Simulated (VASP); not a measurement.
# Mg8O9 (a cell with a defect) in VASP: further runs

Mg8O9 (a cell with a defect) is run at these levels: LDA; tasks: single point.

Program: VASP 6.6.1. These are calculated values, not measurements. Logs are shortened: lines on timing, memory, paths and dates and some standing lists are left out, and cuts for length are marked.

## Step 1: The cell of the first run

The cell holds a defect, 17 atoms: a = 5.514 Å, b = 5.514 Å, c = 5.514 Å, α = 60.00°, β = 60.00°, γ = 60.00°.

## Step 2: Single point, LDA, collinear spin, zero start

INCAR

```
PREC     = Accurate       # precision mode
ENCUT    = 520            # plane-wave cutoff, eV
EDIFF    = 1E-6           # SCF threshold, eV
ISMEAR   = -1             # smearing method
SIGMA    = 0.05           # smearing width, eV
LREAL    = Auto         
LASPH    = T              # aspherical terms in the spheres
NELM     = 150            # most SCF steps
ALGO     = Normal         # electronic algorithm
ISIF     = 2              # what is computed and relaxed
LWAVE    = F              # write WAVECAR
LCHARG   = T              # write CHGCAR
ISPIN    = 2              # spin polarisation
MAGMOM   = 0 0 0 0 0 0 0 0 0 0 0 0 0 0 0 0 0 # initial moments
LORBIT   = 11             # projections on sites
GGA      = CA             # functional
LELF     = T              # ELF
LVHAR    = T            
NBANDS   = 53             # bands
```

KPOINTS

```
regular mesh
0
Gamma
  2 2 2
```

POSCAR

```
Mg8O9
1.0
    0.0000000000      3.8990000000      3.8990000000
    3.8990000000      0.0000000000      3.8990000000
    3.8990000000      3.8990000000      0.0000000000
Mg O
8 9
Direct
   -0.0069248525      0.0436522185     -0.0197486535
    0.0393818928      0.0111438830      0.4842651962
    0.0519107463      0.5161579892     -0.0299051039
    0.0031418312      0.5251218261      0.4852911003
    0.5214670428      0.0024621698     -0.0183893306
    0.4854065145     -0.0114388305      0.4936393947
    0.4992305719      0.5484996153     -0.0567324955
    0.5280200051      0.4996537574      0.4671582457
    0.2579379328      0.2923826622      0.2366504232
    0.2746601693      0.2810720698      0.7110541164
    0.2393177738      0.7809694794      0.2434983329
    0.2621826109      0.7599769172      0.7365350090
    0.7486406771      0.1416901770      0.3592844319
    0.7705565530      0.2664785843      0.7045652731
    0.7559887151      0.7786099000      0.2316491408
    0.7644524237      0.7715824570      0.7259297256
    0.7369710182      0.3914978200      1.1173249551
```

Potentials or basis: VASP PAW LDA potentials, release 64 (Mg, O).

Command:

```bash
$ cat potpaw_LDA.64/Mg/POTCAR potpaw_LDA.64/O/POTCAR > POTCAR
$ mpirun -np 1 vasp_std > vasp.out
```

OUTCAR:

```text
PREC = Accurate
   ENCUT = 520
   EDIFF = 1E-6
   ISMEAR = -1
   LREAL = Auto
   LASPH = T
   NELM = 150
   ISIF = 2
   ISPIN = 2
   LORBIT = 11
   GGA = CA

 ion  position               nearest neighbor table
   1  0.993  0.044  0.980-  14 1.95  15 1.96  17 1.98  11 1.99  13 2.02  10 2.03  12 2.06   4 2.69
                             2 2.71   6 2.71   5 2.72   3 2.75   7 2.76   7 2.77   3 2.79   5 2.81
   2  0.039  0.011  0.484-  13 1.74  11 1.85  12 1.86  14 1.86   9 1.96  16 2.01   6 2.43  17 2.63
                             3 2.70   1 2.71   5 2.72   4 2.74   8 2.76   8 2.76   4 2.78   5 2.80
   3  0.052  0.516  0.970-  12 1.77  17 1.84   9 1.85  10 1.93  15 2.05  16 2.08   7 2.49  13 2.66
                             2 2.70   8 2.71   5 2.72   4 2.74   1 2.75   1 2.79   4 2.79   5 2.81
   4  0.003  0.525  0.485-   9 1.88  16 1.90  11 1.92  14 1.92  10 1.94  15 1.95   7 2.66   1 2.69
                             6 2.72   3 2.74   2 2.74   8 2.75   8 2.78   2 2.78   3 2.79  13 2.80
   5  0.521  0.002  0.982-  15 1.89  16 1.90  11 1.97  14 2.00  10 2.02   9 2.13   7 2.68   6 2.69
                             3 2.72   1 2.72   2 2.72   8 2.73  17 2.77   8 2.79   2 2.80   3 2.81
   6  0.485  0.989  0.494-  13 1.70  12 1.76  15 1.86   9 1.92  16 2.01  10 2.01   2 2.43   7 2.46
                            17 2.60   8 2.66   5 2.69   1 2.71   4 2.72   4 2.82   1 2.83   5 2.84
   7  0.499  0.548  0.943-  17 1.64  12 1.73  16 1.91   9 1.96  14 2.03  11 2.09   6 2.46   3 2.49
                             4 2.66  13 2.67   5 2.68   8 2.69   1 2.76   1 2.77   8 2.84   5 2.85
   8  0.528  0.500  0.467-  10 1.84  14 1.87  17 1.91  13 1.94  15 1.98  11 2.01  12 2.07   6 2.66
                             7 2.69   3 2.71   5 2.73   4 2.75   2 2.76   2 2.76   4 2.78   5 2.79
   9  0.258  0.292  0.237-   3 1.85   4 1.88   6 1.92   7 1.96   2 1.96   5 2.13
[... 5 lines left out ...]
  14  0.771  0.266  0.705-   2 1.86   8 1.87   4 1.92   1 1.95   5 2.00   7 2.03
  15  0.756  0.779  0.232-   6 1.86   5 1.89   4 1.95   1 1.96   8 1.98   3 2.05
  16  0.764  0.772  0.726-   5 1.90   4 1.90   7 1.91   6 2.01   2 2.01   3 2.08
  17  0.737  0.391  0.117-  13 1.36   7 1.64   3 1.84   8 1.91   1 1.98   6 2.60   2 2.63   5 2.77

  LATTYP: Found a face centered cubic cell.
 ALAT       =     7.7980000000

  Lattice vectors:

 A1 = (   0.0000000000,   3.8990000000,   3.8990000000)
 A2 = (   3.8990000000,   0.0000000000,   3.8990000000)
 A3 = (   3.8990000000,   3.8990000000,   0.0000000000)

Analysis of symmetry for initial positions (statically):
=====================================================================
 Subroutine PRICEL returns:
 Original cell was already a primitive cell.

 Routine SETGRP: Setting up the symmetry group for a
 face centered cubic supercell.

 Subroutine GETGRP returns: Found  1 space group operations
 (whereof  1 operations were pure point group operations)
 out of a pool of 48 trial point group operations.

The static configuration has the point symmetry C_1 .

Analysis of symmetry for dynamics (positions and initial velocities):
=====================================================================
 Subroutine PRICEL returns:
 Original cell was already a primitive cell.

 Routine SETGRP: Setting up the symmetry group for a
 face centered cubic supercell.

 Subroutine GETGRP returns: Found  1 space group operations
 (whereof  1 operations were pure point group operations)
 out of a pool of 48 trial point group operations.

The dynamic configuration has the point symmetry C_1 .

Analysis of structural, dynamic, and magnetic symmetry:
=====================================================================
 Subroutine PRICEL returns:
 Original cell was already a primitive cell.

 Routine SETGRP: Setting up the symmetry group for a
 face centered cubic supercell.

 Subroutine GETGRP returns: Found  1 space group operations
 (whereof  1 operations were pure point group operations)
 out of a pool of 48 trial point group operations.

The overall configuration has the point symmetry C_1 .

 Subroutine INISYM returns: Found  1 space group operations
 (whereof  1 operations are pure point group operations),
 and found     1 'primitive' translations

----------------------------------------------------------------------------------------

                                     Primitive cell

  volume of cell :     118.5468

  direct lattice vectors                    reciprocal lattice vectors
     0.000000000  3.899000000  3.899000000    -0.128238010  0.128238010  0.128238010
     3.899000000  0.000000000  3.899000000     0.128238010 -0.128238010  0.128238010
     3.899000000  3.899000000  0.000000000     0.128238010  0.128238010 -0.128238010

  length of vectors
     5.514018680  5.514018680  5.514018680     0.222114748  0.222114748  0.222114748

  position of ions in fractional coordinates (direct lattice)
     0.993075148  0.043652219  0.980251346
[... 70 lines left out ...]
  0.500000  0.500000  0.000000      1.000000
  0.000000  0.500000  0.500000      1.000000
  0.500000  0.000000  0.500000      1.000000
   k-points           NKPTS =      8   k-points in BZ     NKDIM =      8   number of bands    NBANDS=     53
   number of dos      NEDOS =    301   number of ions     NIONS =     17
   total plane-waves  NPLWV =  74088
   dimension x,y,z NGX =    42 NGY =   42 NGZ =   42
   dimension x,y,z NGXF=    84 NGYF=   84 NGZF=   84
   ions per type =               8   9
   NGX,Y,Z   is equivalent  to a cutoff of  12.66, 12.66, 12.66 a.u.
   NGXF,Y,Z  is equivalent  to a cutoff of  25.33, 25.33, 25.33 a.u.
 SYSTEM =  unknown system
   PREC   = accura    normal or accurate (medium, high low for compatibility)
   ISTART =      0    job   : 0-new  1-cont  2-samecut
   ICHARG =      2    charge: 1-file 2-atom 10-const
   ISPIN  =      2    spin polarized calculation?
   LNONCOLLINEAR =      F non collinear calculations
   LSORBIT =      F    spin-orbit coupling
   LASPH  =      T    aspherical Exc in radial PAW
   ENCUT  =  520.0 eV  38.22 Ry    6.18 a.u.  10.25 10.25 10.25*2*pi/ulx,y,z
   NELM   =    150;   NELMIN=  2; NELMDL= -5     # of ELM steps
   EDIFF  = 0.1E-05   stopping-criterion for ELM
   LREAL  =      T    real-space projection
   EDIFFG = 0.1E-04   stopping-criterion for IOM
   NSW    =      0    number of steps for IOM
   IBRION =     -1    ionic relax: 0-MD 1-quasi-New 2-CG
   NFREE  =      0    steps in history (QN), initial steepest desc. (CG)
   ISIF   =      2    stress and relaxation
   ISYM   =      2    0-nonsym 1-usesym 2-fastsym
   POTIM  = 0.5000    time-step for ionic-motion
   TEBEG  =    0.0;   TEEND  =   0.0 temperature during run
   PSTRESS=    0.0 pullay stress
   NELECT =      70.0000    total number of electrons
   NUPDOWN=      -1.0000    fix difference up-down
   EMIN   =  10.00;   EMAX   =-10.00  energy-range for DOS
   EFERMI =   0.00;   METHOD = LEGACY
   ISMEAR =    -1;   SIGMA  =   0.05  broadening in eV -4-tet -1-fermi 0-gaus
   EFERMI_NEDOS =   21; number of points for ismear=-14 and -15
   IALGO  =     38    algorithm
   IMIX   =      4    mixing-type and parameters
     AMIX     =   0.40;   BMIX     =  1.00
     AMIX_MAG =   1.60;   BMIX_MAG =  1.00
  volume/ion in A,a.u.               =       6.97        47.06
  Fermi-wavevector in a.u.,A,eV,Ry     =   1.373444  2.595433 25.665327  1.886348
  Thomas-Fermi vector in A             =   2.498960
   LORBIT       =     11    0 simple, 1 ext, 2 COOP (PROOUT), +10 PAW based schemes
   GGA     = CA    functional components
   LHFCALC =     F    Hartree Fock is set to
   AEXX    =    0.0000 exact exchange contribution
   IVDW    =     0    specifies the selected vdW correction
   LEPSILON=     F    determine dielectric tensor
   LRPA    =     F    only Hartree local field effects (RPA)
 spin polarized calculation
  energy-cutoff  :      520.00
  volume of cell :      118.55
 maximum number of plane-waves:      3250
 NGX is ok and might be reduce to    42
   NGX = 21   NGY = 21   NGZ = 21

 number of electron      70.0000000 magnetization      -0.0000000

 number of electron      70.0000000 magnetization       0.0000000

 Free energy of the ion-electron system (eV)
  ---------------------------------------------------
  ext. energy  EPLUGINS =         0.00000000
  ---------------------------------------------------
  free energy    TOTEN  =      -101.72866216 eV

  energy without entropy =     -101.72866216  energy(sigma->0) =     -101.72866216

 E-fermi :   8.0216     XC(G=0): -13.0378

 val. band max:        6.8679333903   @ k =   0.0000   0.5000   0.5000
 cond. band min:      12.4498667863   @ k =   0.0000   0.0000   0.0000
 fundamental gap:      5.5819333960
 Fermi energy:         8.0216092643

 spin component 1

 k-point     1 :       0.0000    0.0000    0.0000
  band No.  band energies     occupation
      1     -17.4268      1.00000
      2     -12.8815      1.00000
      3     -11.5621      1.00000
      4     -11.0189      1.00000
      5     -10.8270      1.00000
      6     -10.7233      1.00000
[... 389 lines left out ...]
     46      18.1398      0.00000
     47      18.3337      0.00000
 Fermi energy:         8.0216092643

 spin component 2

 k-point     1 :       0.0000    0.0000    0.0000
  band No.  band energies     occupation
      1     -17.4268      1.00000
      2     -12.8815      1.00000
      3     -11.5621      1.00000
      4     -11.0189      1.00000
      5     -10.8269      1.00000
      6     -10.7233      1.00000
[... 389 lines left out ...]
     46      18.1398      0.00000
     47      18.3337      0.00000
 [bands above 47 left out]

------------------------ aborting loop because EDIFF is reached ----------------------------------------

  FORCE on cell =-STRESS in cart. coord.  units (eV):
  Direction    XX          YY          ZZ          XY          YZ          ZX
  --------------------------------------------------------------------------------------
  -------------------------------------------------------------------------------------
  Total       47.7223637     71.5862358     65.1360693      0.4334313     -0.6952131     -0.1938702
  in kB      644.9749200    967.4987387    880.3237699      5.8578886     -9.3959094     -2.6201843
  external PRESSURE =     830.9324762 kB  Pullay stress =       0.0000000 kB

 VOLUME and BASIS-vectors are now :
 -----------------------------------------------------------------------------
  energy-cutoff  :      520.00
  volume of cell :      118.55
      direct lattice vectors                 reciprocal lattice vectors
     0.000000000  3.899000000  3.899000000    -0.128238010  0.128238010  0.128238010
     3.899000000  0.000000000  3.899000000     0.128238010 -0.128238010  0.128238010
     3.899000000  3.899000000  0.000000000     0.128238010  0.128238010 -0.128238010

 POSITION                                       TOTAL-FORCE (eV/Angst)
 -----------------------------------------------------------------------------------
      3.99220      7.69400      4.04220        -0.130775      0.803060     -0.091635
      1.93160      2.04170      0.19700         0.053027      0.863830     -0.742707
      5.79490      3.98480      2.21490         0.613647     -2.097243     -1.563758
      3.93960      1.90440      2.05970         0.447483      0.089415      0.902523
      3.83690      5.86050      2.04280         0.085011     -1.084383      0.430895
      5.77910      3.81730      5.74700         1.365882     -0.142705      0.777858
[... 9 lines left out ...]
      5.83880      5.81100      5.98900         0.131693      0.638542     -0.555389
      1.98390      3.33090      4.39990        -0.565045      3.311304      2.771810
 -----------------------------------------------------------------------------------
    total drift:                                0.002583      0.006570      0.006402

  FREE ENERGIE OF THE ION-ELECTRON SYSTEM (eV)
  ---------------------------------------------------
  free  energy   TOTEN  =      -101.7286621575 eV

  energy  without entropy=     -101.7286621575  energy(sigma->0) =     -101.72866216

 total charge

# of ion       s       p       d       tot
------------------------------------------
    1        0.182   0.261   0.134   0.577
    2        0.227   0.351   0.190   0.768
    3        0.217   0.324   0.169   0.710
    4        0.203   0.304   0.157   0.663
    5        0.193   0.272   0.133   0.598
    6        0.237   0.368   0.202   0.807
[... 9 lines left out ...]
   16        1.545   3.692   0.000   5.236
   17        1.596   3.687   0.000   5.282
--------------------------------------------------
tot         15.711  35.843   1.355  52.908

 magnetization (x)

# of ion       s       p       d       tot
------------------------------------------
    1       -0.000  -0.000  -0.000  -0.000
    2        0.000   0.000   0.000   0.000
    3       -0.000  -0.000  -0.000  -0.000
    4       -0.000  -0.000  -0.000  -0.000
    5       -0.000  -0.000  -0.000  -0.000
    6        0.000  -0.000  -0.000  -0.000
[... 9 lines left out ...]
   16       -0.000  -0.000   0.000  -0.000
   17       -0.000   0.000   0.000   0.000
--------------------------------------------------
tot          0.000   0.000  -0.000   0.000
```

Run time: 2.2 min. Hardware: 1 thread of AMD EPYC 9R45 (Zen 5), shared host; peak memory 0.23 GiB.

Results:

```
Free energy                                           : -101.7287 eV
Pressure                                              : 83.1 GPa
Largest force                                         : 4.355 eV/Å
Band gap on the k mesh                                : 5.58 eV
Net moment                                            : 0.00 μB per cell
Valence electrons inside the program's atomic spheres : Mg 0.58, 0.77, 0.71, 0.66, 0.60, 0.81, 0.83; O 5.24, 5.22, 5.34, 5.28, 5.25
```

Forces in eV/Å, atoms in the order of the input:
```
Mg  -0.131  0.803 -0.092
Mg   0.053  0.864 -0.743
Mg   0.614 -2.097 -1.564
Mg   0.447  0.089  0.903
Mg   0.085 -1.084  0.431
Mg   1.366 -0.143  0.778
Mg   0.400 -1.368 -1.437
Mg   0.474 -1.134  0.513
O   -2.351  0.293 -0.685
O    0.781  0.674 -2.893
O   -1.815 -0.044  1.732
O    0.369 -2.144  0.255
O   -0.430  0.064  1.261
O    2.197  1.402 -0.206
O   -1.626 -0.125 -0.470
O    0.132  0.639 -0.555
O   -0.565  3.311  2.772
```

Caveat: the k points lie up to 0.70 Å⁻¹ apart.

(Part 1 of 3 ends here.)
